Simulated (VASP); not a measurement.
BiTe:

```xyz
2
Lattice="2.4388 1.4080 3.3393 -2.4388 1.4080 3.3393 0.0000 -2.8160 3.3393" Properties=species:S:1:pos:R:3 pbc="T T T"
Bi    0.0000    0.0000    5.0089
Te    0.0000    0.0000    0.0000
```

This cell differs from its parent crystal: volume scaled by 1.02.

Base run:

* Program: VASP 6.6.1
* Functional: LDA
* Potentials or basis: VASP PAW LDA potentials, release 64 (Bi_d, Te)
* Cutoff: 520 eV
* k mesh: 7 × 7 × 7
* Occupations: fermi-dirac, width 0.05 eV
* Spin: no spin polarisation

Its results: pressure -4.2 GPa.

Task: The run is repeated on the same cell with these changes: functional from LDA to r2SCAN; potentials or basis from VASP PAW LDA potentials, release 64 (Bi_d, Te) to VASP PAW PBE potentials, release 64 (Bi_d, Te). What comes out?

Result: Pressure -1.6 GPa.

Caveats: the PAW data sets were made with another functional, which shifts forces and pressure a little (some runs).
